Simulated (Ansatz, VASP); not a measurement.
# Two plane-wave programs on Si

```
Si
1.0
     0.00000    2.74905    2.74905
     2.74905    0.00000    2.74905
     2.74905    2.74905    0.00000
Si
2
Direct
  0.75000 0.75000 0.75000
  0.50000 0.50000 0.50000
```

Alike in both runs: task single point; functional r2SCAN; k mesh 10 × 10 × 10; occupations gaussian, width 0.02 eV; no spin polarisation.

|  | VASP | Ansatz |
| --- | --- | --- |
| version | VASP 6.6.1 | Ansatz 0.2.0 |
| potentials or method | VASP PAW PBE potentials, release 64 (Si), cutoff 520 eV | scalar-relativistic, plane waves, PAW |
| valence electrons in the cell | 8 | 8 |

|  | VASP | Ansatz | Ansatz less VASP |
| --- | --- | --- | --- |
| gap on the k mesh at the Fermi level (eV) | 0.84 | 0.83 | -0.014 |
| least direct gap on the mesh (eV) | 2.74 | 2.73 | -0.014 |
| pressure (GPa) | -2.9 | -2.7 | +0.22 |

VASP's potentials were made for PBE, not for r2SCAN.
